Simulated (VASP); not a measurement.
Here is a VASP 6.6.1 calculation.

POSCAR

```
CuO
1.0
    2.0306341557     -2.0330056221      0.1601432828
    2.0306341557      2.0330056221      0.1601432828
   -0.3997299760      0.0000000000      5.1038590237
Cu O
2 2
Direct
   -0.0057520216      0.4942545836      0.0018502894
    0.4942545836     -0.0057520216      0.5018502894
    0.4940904896      0.4944069483      0.2518497106
    0.4944069483      0.4940904896      0.7518497106
```

INCAR.step1

```
SYSTEM = CuO
ALGO = Normal
EDIFF = 1E-4
ENCUT = 520
GGA = PE
ISMEAR = -1
LASPH = .TRUE.
LCHARG = .FALSE.
LREAL = .FALSE.
LWAVE = .TRUE.
NBANDS = 25
NELM = 60
PREC = Accurate
SIGMA = 0.05
```

File INCAR.step2:

```
SYSTEM = CuO
ALGO = Normal
EDIFF = 1E-6
ENCUT = 520
ISIF = 2
ISMEAR = -1
ISTART = 1
IVDW = 12
LASPH = .TRUE.
LCHARG = .FALSE.
LMIXTAU = .TRUE.
LREAL = .FALSE.
LWAVE = .FALSE.
METAGGA = R2SCAN
NBANDS = 25
NELM = 60
PREC = Accurate
SIGMA = 0.05
VDW_A1 = 0.49484001
VDW_A2 = 5.73083694
VDW_S6 = 1.0
VDW_S8 = 0.78981345
```

KPOINTS

```
k-points
0
G
  10 10 5
  0 0 0
```

Potentials or basis: VASP PAW PBE potentials, release 64 (Cu, O).

Run with:

```sh
$ cat potpaw_PBE.64/Cu/POTCAR potpaw_PBE.64/O/POTCAR > POTCAR
$ cp INCAR.step1 INCAR
$ mpirun -np 1 vasp_std > vasp.out
$ cp INCAR.step2 INCAR
$ mpirun -np 1 vasp_std > vasp.out
```

Problem. What does it give for the pressure?

Solution. 1.0 GPa.

Problem. What does it give for the largest force?

Solution. 0.011 eV/Å.

Stress tensor (GPa, compression positive):
```
 0.88  0.00 -0.03
 0.00  0.87  0.00
-0.03  0.00  1.39
```

Caveat: the PAW data sets were made with another functional, which shifts forces and pressure a little.
